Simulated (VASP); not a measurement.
# SnO (P4/nmm) in VASP: a series of runs

SnO is run at these levels: PBEsol; tasks: relaxation of cell and atoms, single point.

Program: VASP 6.6.1. These are calculated values, not measurements. Logs are shortened: lines on timing, memory, paths and dates and some standing lists are left out, and cuts for length are marked.

**1. The cell of the first run**

The structure is tetragonal, space group P4/nmm (No. 129). The conventional cell has a = 3.814 Å, b = 3.814 Å, c = 4.887 Å, α = 90.00°, β = 90.00°, γ = 90.00°. Sn (site symmetry 4mm) has 4 O at 2.23 Å within 2.9 Å. Within 2.9 Å of O (site symmetry -4m2) lie 4 Sn at 2.23 Å and 4 O at 2.70 Å.

**2. Relaxation of cell and atoms, PBEsol**

The input, INCAR:

```
SYSTEM = SnO
PREC = Accurate
ENCUT = 600
EDIFF = 1E-6
ISMEAR = 0
SIGMA = 0.01
LREAL = .FALSE.
LASPH = .TRUE.
NELM = 60
ALGO = Normal
ISIF = 3
LWAVE = .FALSE.
LCHARG = .FALSE.
GGA = PS
IBRION = 2
NSW = 100
EDIFFG = -0.005
```

The input, KPOINTS:

```
regular mesh
0
G
  10 10 8
  0 0 0
```

The input, POSCAR:

```
SnO
1.0
    3.8136952200      0.0000000000      0.0000000000
    0.0000000000      3.8136952200      0.0000000000
    0.0000000000      0.0000000000      4.8869133000
Sn O
2 2
Direct
    0.0000000000      0.5000000000      0.2353738600
    0.5000000000      0.0000000000      0.7646261400
    0.5000000000      0.5000000000      0.0000000000
    0.0000000000      0.0000000000      0.0000000000
```

Potentials or basis: VASP PAW PBE potentials, release 64 (Sn_d, O).

Started as:

```sh
cat potpaw_PBE.64/Sn_d/POTCAR potpaw_PBE.64/O/POTCAR > POTCAR
mpirun -np 1 vasp_std > vasp.out
```

OUTCAR:

```text
SYSTEM = SnO
   PREC = Accurate
   ENCUT = 600
   EDIFF = 1E-6
   ISMEAR = 0
   LREAL = .FALSE.
   LASPH = .TRUE.
   NELM = 60
   ISIF = 3
   GGA = PS
   IBRION = 2
   NSW = 100
   EDIFFG = -0.005

 ion  position               nearest neighbor table
   1  0.000  0.500  0.235-   3 2.23   4 2.23   4 2.23   3 2.23   2 3.54   2 3.54   2 3.54   2 3.54
                             2 3.74   2 3.74   2 3.74   2 3.74
   2  0.500  0.000  0.765-   3 2.23   4 2.23   3 2.23   4 2.23   1 3.54   1 3.54   1 3.54   1 3.54
                             1 3.74   1 3.74   1 3.74   1 3.74
   3  0.500  0.500  0.000-   1 2.23   2 2.23   2 2.23   1 2.23
   4  0.000  0.000  0.000-   1 2.23   2 2.23   1 2.23   2 2.23

  LATTYP: Found a simple tetragonal cell.
 ALAT       =     3.8136952200
 C/A-ratio  =     1.2814116016

  Lattice vectors:

 A1 = (   3.8136952200,   0.0000000000,   0.0000000000)
 A2 = (   0.0000000000,   3.8136952200,   0.0000000000)
 A3 = (   0.0000000000,   0.0000000000,   4.8869133000)

Analysis of symmetry for initial positions (statically):
=====================================================================
 Subroutine PRICEL returns:
 Original cell was already a primitive cell.

 Routine SETGRP: Setting up the symmetry group for a
 simple tetragonal supercell.

 Subroutine GETGRP returns: Found 16 space group operations
 (whereof  8 operations were pure point group operations)
 out of a pool of 16 trial point group operations.

The static configuration has the point symmetry D_2d.
 The point group associated with its full space group is D_4h.

Analysis of symmetry for dynamics (positions and initial velocities):
=====================================================================
 Subroutine PRICEL returns:
 Original cell was already a primitive cell.

 Routine SETGRP: Setting up the symmetry group for a
 simple tetragonal supercell.

 Subroutine GETGRP returns: Found 16 space group operations
 (whereof  8 operations were pure point group operations)
 out of a pool of 16 trial point group operations.

The dynamic configuration has the point symmetry D_2d.
 The point group associated with its full space group is D_4h.

 Subroutine INISYM returns: Found 16 space group operations
 (whereof  8 operations are pure point group operations),
 and found     1 'primitive' translations

----------------------------------------------------------------------------------------

                                     Primitive cell

  volume of cell :      71.0766

  direct lattice vectors                    reciprocal lattice vectors
     3.813695220  0.000000000  0.000000000     0.262212878  0.000000000  0.000000000
     0.000000000  3.813695220  0.000000000     0.000000000  0.262212878  0.000000000
     0.000000000  0.000000000  4.886913300     0.000000000  0.000000000  0.204628144

  length of vectors
     3.813695220  3.813695220  4.886913300     0.262212878  0.262212878  0.204628144

  position of ions in fractional coordinates (direct lattice)
     0.000000000  0.500000000  0.235373860
     0.500000000  0.000000000  0.764626140
     0.500000000  0.500000000  0.000000000
     0.000000000  0.000000000  0.000000000

  ion indices of the primitive-cell ions
   primitive index   ion index
                 1           1
                 2           2
                 3           3
                 4           4

----------------------------------------------------------------------------------------

 KPOINTS: regular mesh

Automatic generation of k-mesh.
 Grid dimensions read from file:
 generate k-points for:   10   10    8

 Generating k-lattice:

  Cartesian coordinates                     Fractional coordinates (reciprocal lattice)
     0.026221288  0.000000000  0.000000000     0.100000000  0.000000000  0.000000000
     0.000000000  0.026221288  0.000000000     0.000000000  0.100000000  0.000000000
     0.000000000  0.000000000  0.025578518     0.000000000  0.000000000  0.125000000

  Length of vectors
     0.026221288  0.026221288  0.025578518

  Shift w.r.t. Gamma in fractional coordinates (k-lattice)
     0.000000000  0.000000000  0.000000000

 Subroutine IBZKPT returns following result:
 ===========================================

 Found    105 irreducible k-points:

 Following reciprocal coordinates:
            Coordinates               Weight
  0.000000  0.000000  0.000000      1.000000
  0.100000  0.000000  0.000000      4.000000
  0.200000  0.000000  0.000000      4.000000
  0.300000  0.000000  0.000000      4.000000
  0.400000  0.000000  0.000000      4.000000
  0.500000  0.000000  0.000000      2.000000
[... 16 lines left out ...]
  0.100000  0.000000  0.125000      8.000000
  0.200000  0.000000  0.125000      8.000000
 [... further k-points ...]
   k-points           NKPTS =    105   k-points in BZ     NKDIM =    105   number of bands    NBANDS=     24
   number of dos      NEDOS =    301   number of ions     NIONS =      4
[... 26 lines left out ...]
   PSTRESS=    0.0 pullay stress
   NELECT =      40.0000    total number of electrons
   NUPDOWN=      -1.0000    fix difference up-down
   EMIN   =  10.00;   EMAX   =-10.00  energy-range for DOS
   EFERMI =   0.00;   METHOD = LEGACY
   ISMEAR =     0;   SIGMA  =   0.01  broadening in eV -4-tet -1-fermi 0-gaus
   EFERMI_NEDOS =   21; number of points for ismear=-14 and -15
   IALGO  =     38    algorithm
   IMIX   =      4    mixing-type and parameters
     AMIX     =   0.40;   BMIX     =  1.00
     AMIX_MAG =   1.60;   BMIX_MAG =  1.00
  volume/ion in A,a.u.               =      17.77       119.91
  Fermi-wavevector in a.u.,A,eV,Ry     =   1.351614  2.554180 24.855939  1.826860
  Thomas-Fermi vector in A             =   2.479021
   LORBIT       =      0    0 simple, 1 ext, 2 COOP (PROOUT), +10 PAW based schemes
   GGA     = PS    functional components
   LHFCALC =     F    Hartree Fock is set to
   AEXX    =    0.0000 exact exchange contribution
   IVDW    =     0    specifies the selected vdW correction
   LEPSILON=     F    determine dielectric tensor
   LRPA    =     F    only Hartree local field effects (RPA)
 conjugate gradient relaxation of ions
 non-spin polarized calculation
 Gauss-broadening in eV      SIGMA  =   0.01
  energy-cutoff  :      600.00
  volume of cell :       71.08
 maximum number of plane-waves:      2393
   NGX = 15   NGY = 15   NGZ = 19

--------------------------------------- Ionic step        1  -------------------------------------------

 number of electron      40.0000019 magnetization

 Free energy of the ion-electron system (eV)
  ---------------------------------------------------
  ext. energy  EPLUGINS =         0.00000000
  ---------------------------------------------------
  free energy    TOTEN  =       -24.21168610 eV

  energy without entropy =      -24.21168610  energy(sigma->0) =      -24.21168610

------------------------ aborting loop because EDIFF is reached ----------------------------------------

  FORCE on cell =-STRESS in cart. coord.  units (eV):
  Direction    XX          YY          ZZ          XY          YZ          ZX
  --------------------------------------------------------------------------------------
  -------------------------------------------------------------------------------------
  Total       -0.1348735     -0.1348735     -0.1981876      0.0000000      0.0000000      0.0000000
  in kB       -3.0402600     -3.0402600     -4.4674574      0.0000000      0.0000000      0.0000000
  external PRESSURE =      -3.5159925 kB  Pullay stress =       0.0000000 kB
[... 95 lines left out ...]
  FREE ENERGIE OF THE ION-ELECTRON SYSTEM (eV)
  ---------------------------------------------------
  free  energy   TOTEN  =       -24.2174743511 eV

  energy  without entropy=      -24.2174396412  energy(sigma->0) =      -24.21745700

[... ionic steps 4 to 10 ...]

--------------------------------------- Ionic step       11  -------------------------------------------

 number of electron      40.0000022 magnetization

------------------------ aborting loop because EDIFF is reached ----------------------------------------

  FORCE on cell =-STRESS in cart. coord.  units (eV):
  Direction    XX          YY          ZZ          XY          YZ          ZX
  --------------------------------------------------------------------------------------
  -------------------------------------------------------------------------------------
  Total       -0.0206871     -0.0206871      0.0055826      0.0000000      0.0000000      0.0000000
  in kB       -0.4832876     -0.4832876      0.1304203      0.0000000      0.0000000      0.0000000
  external PRESSURE =      -0.2787183 kB  Pullay stress =       0.0000000 kB
[... 61 lines left out ...]
  energy  without entropy=      -24.2222872900  energy(sigma->0) =      -24.22230866

--------------------------------------- Ionic step       13  -------------------------------------------

 number of electron      40.0000022 magnetization

 Free energy of the ion-electron system (eV)
  ---------------------------------------------------
  ext. energy  EPLUGINS =         0.00000000
  ---------------------------------------------------
  free energy    TOTEN  =       -24.22233054 eV

  energy without entropy =      -24.22228772  energy(sigma->0) =      -24.22230913

 E-fermi :   7.2488     XC(G=0): -10.6154

 val. band max:        7.2462356551   @ k =   0.1000   0.0000   0.0000
 cond. band min:       7.3705636260   @ k =   0.5000   0.5000   0.1250
 fundamental gap:      0.1243279709
 Fermi energy:         7.2487686327

 k-point     1 :       0.0000    0.0000    0.0000
  band No.  band energies     occupation
      1     -14.6763      2.00000
      2     -14.2408      2.00000
      3     -14.2408      2.00000
      4     -14.2291      2.00000
      5     -14.1895      2.00000
      6     -14.1867      2.00000
[... 637 lines left out ...]
     23      11.5884      0.00000
     24      12.5481      0.00000

 [... further k-points ...]

------------------------ aborting loop because EDIFF is reached ----------------------------------------

  FORCE on cell =-STRESS in cart. coord.  units (eV):
  Direction    XX          YY          ZZ          XY          YZ          ZX
  --------------------------------------------------------------------------------------
  -------------------------------------------------------------------------------------
  Total       -0.0120768     -0.0120768     -0.0023224      0.0000000      0.0000000      0.0000000
  in kB       -0.2820841     -0.2820841     -0.0542452      0.0000000      0.0000000      0.0000000
  external PRESSURE =      -0.2061378 kB  Pullay stress =       0.0000000 kB
[... 19 lines left out ...]
  FREE ENERGIE OF THE ION-ELECTRON SYSTEM (eV)
  ---------------------------------------------------
  free  energy   TOTEN  =       -24.2223305447 eV

  energy  without entropy=      -24.2222877212  energy(sigma->0) =      -24.22230913

 reached required accuracy - stopping structural energy minimisation
```

It took 16 min on 1 thread of Intel Xeon Platinum 8259CL at 2.50GHz (Skylake/Cascade Lake), shared host; peak memory 0.33 GiB.

What came out:

* Free energy: -24.2223 eV
* Relaxed volume: 17.15 Å³/atom
* Relaxed cell: a = 3.807 Å, b = 3.807 Å, c = 4.733 Å, α = 90.00°, β = 90.00°, γ = 90.00°
* Space group after relaxing (to 0.1 Å): P4/nmm (No. 129)
* Energy gained by relaxing: 2.7 meV/atom
* Ionic steps: 13
* Pressure after relaxing: 0.0 GPa
* Band gap on the k mesh: zero (bands 20 and 21 overlap by 0.13 eV)

Step by step:
```
step  energy change (eV)  largest force (eV/Å)  pressure (GPa)  volume (Å³)
   1              0.0000                0.1551           -0.35        71.08
   2             -0.0027                0.0957           -0.31        70.68
   3             -0.0058                0.0399           -0.17        69.69
   4             -0.0080                0.0212            0.20        69.18
   5             -0.0088                0.0775            0.55        68.70
   6             -0.0103                0.0184            0.12        68.71
   7             -0.0106                0.0235           -0.16        68.72
   8             -0.0106                0.0195           -0.15        68.72
   9             -0.0106                0.0044           -0.08        68.63
  10             -0.0106                0.0057           -0.03        68.57
  11             -0.0106                0.0045           -0.03        68.58
  12             -0.0106                0.0006           -0.05        68.60
  13             -0.0106                0.0011           -0.02        68.59
```

Final structure:
```
CELL_PARAMETERS angstrom
3.80699 0.00000 0.00000
0.00000 3.80699 0.00000
0.00000 0.00000 4.73281
ATOMIC_POSITIONS crystal
Sn 0.00000 0.50000 0.24407
Sn 0.50000 0.00000 0.75593
O 0.50000 0.50000 0.00000
O 0.00000 0.00000 0.00000
```

Caveat: semilocal functionals underestimate gaps, so a narrow gap can read as zero; the PAW data sets were made with another functional, which shifts forces and pressure a little; spin-orbit coupling is left out, which moves the levels of the heavy elements.

**3. Single point, PBEsol**

The input, INCAR:

```
ALGO = Normal
EDIFF = 1E-6
ENCUT = 910
GGA = PS
GGA_COMPAT = F
ISIF = 2
ISMEAR = 0
LASPH = T
LCHARG = F
LREAL = F
LWAVE = F
NBANDS = 28
NELM = 120
PREC = Accurate
SIGMA = 0.1
```

The input, KPOINTS:

```
k-points
0
Gamma
  6 6 4
```

POSCAR is that of step 2.

Potentials or basis: VASP PAW PBE potentials, release 64 (Sn_d, O_h).

Started as:

```sh
cat potpaw_PBE.64/Sn_d/POTCAR potpaw_PBE.64/O_h/POTCAR > POTCAR
mpirun -np 1 vasp_std > vasp.out
```

Wall time 2.1 min (1 thread of Intel Xeon Platinum 8259CL at 2.50GHz (Skylake/Cascade Lake), shared host); peak memory 0.33 GiB.

It converged, with:

```
Free energy            : -24.2204 eV
Pressure               : -0.5 GPa
Largest force          : 0.162 eV/Å
Band gap on the k mesh : 0.14 eV (least direct gap 1.98 eV)
```

Forces in eV/Å, atoms in the order of the input:
```
Sn   0.000  0.000  0.162
Sn   0.000  0.000 -0.162
O    0.000  0.000  0.000
O    0.000  0.000  0.000
```

Levels at points of the mesh, in eV from the valence-band top:
```csv
k point,band 16,band 17,band 18,band 19,band 20,band 21,band 22,band 23,band 24,band 25
"(0.00, 0.00, 0.00)",-6.27,-3.45,-3.15,-3.15,0.00,2.00,4.18,4.75,4.75,5.62
"(0.50, 0.00, 0.00)",-5.00,-4.84,-4.84,-2.64,-2.64,3.12,3.12,5.86,5.86,5.93
"(0.50, 0.50, 0.00)",-5.13,-2.48,-2.48,-1.84,-1.84,0.14,0.14,4.39,4.39,7.12
"(0.00, 0.00, 0.50)",-3.51,-3.20,-3.17,-3.17,-2.17,1.58,3.01,3.01,3.67,7.75
"(0.50, 0.00, 0.50)",-5.45,-4.80,-4.80,-1.69,-1.69,2.52,2.52,5.45,5.45,6.57
"(0.50, 0.50, 0.50)",-5.56,-2.61,-2.61,-2.48,-2.48,2.39,2.39,3.92,3.92,5.53
```

Caveat: the cutoff is under 1.25 times the usual one of these potentials, so pressure, stress and relaxed cells hold a basis-set (Pulay) error; the PAW data sets were made with another functional, which shifts forces and pressure a little; spin-orbit coupling is left out, which moves the levels of the heavy elements.

**4. Relaxation of cell and atoms, PBEsol**

This run uses another cell than the first one, of 17.21 Å³/atom.

The input, INCAR:

```
SYSTEM = SnO
PREC = Accurate
ENCUT = 600
EDIFF = 1E-6
ISMEAR = 0
SIGMA = 0.1
LREAL = .False.
LASPH = .True.
NELM = 80
ALGO = Normal
ISIF = 3
LWAVE = .False.
LCHARG = .False.
GGA = PS
IBRION = 2
NSW = 100
EDIFFG = -0.005
```

The input, KPOINTS:

```
Automatic mesh
0
Gamma
  12 12 10
  0 0 0
```

The input, POSCAR:

```
SnO
1.0
    3.8052939684      0.0000000000      0.0000000000
    0.0000000000      3.8052939684      0.0000000000
    0.0000000000      0.0000000000      4.7534316147
Sn O
2 2
Direct
    0.0000000000      0.5000000000      0.2423994233
    0.5000000000      0.0000000000      0.7576005767
    0.5000000000      0.5000000000      0.0000000000
    0.0000000000      0.0000000000      0.0000000000
```

Potentials or basis: VASP PAW PBE potentials, release 64 (Sn_d, O).

Started as:

```sh
cat potpaw_PBE.64/Sn_d/POTCAR potpaw_PBE.64/O/POTCAR > POTCAR
mpirun -np 1 vasp_std > vasp.out
```

Run time: 47 min. Hardware: 1 thread of AMD EPYC, shared host; peak memory 0.37 GiB.

It converged, with:

```yaml
Free_energy: -24.2198 eV
Relaxed_volume: 17.13 Å³/atom
Relaxed_cell: a = 3.806 Å, b = 3.806 Å, c = 4.731 Å, α = 90.00°, β = 90.00°, γ = 90.00°
Space_group_after_relaxing_to_0.1_Å: P4/nmm (No. 129)
Energy_gained_by_relaxing: 0.1 meV/atom
Ionic_steps: 12
Pressure_after_relaxing: 0.0 GPa
Largest_force_after_relaxing: 0.003 eV/Å
Band_gap_on_the_k_mesh: zero (bands 20 and 21 overlap by 0.14 eV)
```

Forces in eV/Å, atoms in the order of the input:
```
Sn   0.000  0.000  0.003
Sn   0.000  0.000 -0.003
O    0.000  0.000  0.000
O    0.000  0.000  0.000
```

The path:
```
step  energy change (eV)  largest force (eV/Å)  pressure (GPa)  volume (Å³)
   1              0.0000                0.0843            0.18        68.83
   2             -0.0001                0.0305           -0.33        69.03
   3             -0.0003                0.0187           -0.12        68.94
   4             -0.0004                0.0112           -0.07        68.85
   5             -0.0004                0.0017            0.00        68.71
   6             -0.0004                0.0016            0.05        68.68
   7             -0.0004                0.0043           -0.02        68.70
   8             -0.0004                0.0013           -0.01        68.69
   9             -0.0005                0.0076            0.01        68.64
  10             -0.0006                0.0185            0.04        68.53
  11             -0.0006                0.0091           -0.08        68.55
  12             -0.0006                0.0031           -0.01        68.54
```

Final structure:
```
Sn O
1.0
     3.80614    0.00000    0.00000
     0.00000    3.80614    0.00000
     0.00000    0.00000    4.73115
Sn O
2 2
Direct
  0.00000 0.50000 0.24422
  0.50000 0.00000 0.75578
  0.50000 0.50000 0.00000
  0.00000 0.00000 0.00000
```

Levels at points of the mesh, in eV from the Fermi level:
```
           k point  band 18  band 19  band 20  band 21  band 22  band 23
(0.00, 0.00, 0.00)    -3.22    -3.22    -0.05     2.10     4.47     4.47
(0.50, 0.00, 0.00)    -4.92    -2.84    -2.84     3.23     3.23     5.77
(0.50, 0.50, 0.00)    -2.55    -1.94    -1.94    -0.18    -0.18     4.37
(0.00, 0.00, 0.50)    -3.23    -3.01    -2.24     1.56     2.69     2.69
(0.50, 0.00, 0.50)    -4.87    -1.79    -1.79     2.62     2.62     5.22
(0.50, 0.50, 0.50)    -2.87    -2.55    -2.55     2.21     2.21     4.15
```

Caveat: semilocal functionals underestimate gaps, so a narrow gap can read as zero; the PAW data sets were made with another functional, which shifts forces and pressure a little; spin-orbit coupling is left out, which moves the levels of the heavy elements.

**5. The runs side by side**

| task | potentials or basis | cell | k mesh | cutoff (eV) | smearing | gap on the mesh (eV) | pressure (GPa) | relaxed volume (Å³/atom) |
| --- | --- | --- | --- | --- | --- | --- | --- | --- |
| relaxation of cell and atoms | VASP PAW PBE potentials, release 64 (Sn_d, O) | relaxed from a = 3.814, b = 3.814, c = 4.887 Å, 4 atoms, atomic positions A | 10 × 10 × 8 | 600 | gaussian 0.01 eV | none | 0.0 | 17.15 |
| single point | VASP PAW PBE potentials, release 64 (Sn_d, O_h) | a = 3.814, b = 3.814, c = 4.887 Å, 4 atoms, atomic positions A | 6 × 6 × 4 | 910 | gaussian 0.1 eV | 0.14 | -0.5 | - |
| relaxation of cell and atoms | VASP PAW PBE potentials, release 64 (Sn_d, O) | relaxed from a = 3.805, b = 3.805, c = 4.753 Å, 4 atoms, atomic positions B | 12 × 12 × 10 | 600 | gaussian 0.1 eV | none | 0.0 | 17.13 |

Alike in all rows: level PBEsol; no spin polarisation.

Caveats: the PAW data sets were made with another functional, which shifts forces and pressure a little; spin-orbit coupling is left out, which moves the levels of the heavy elements; semilocal functionals underestimate gaps, so a narrow gap can read as zero (at least some runs); the cutoff is under 1.25 times the usual one of these potentials, so pressure, stress and relaxed cells hold a basis-set (Pulay) error (at least some runs).

Total energies depend on the potentials used, so only differences within one code and one set of settings carry meaning.
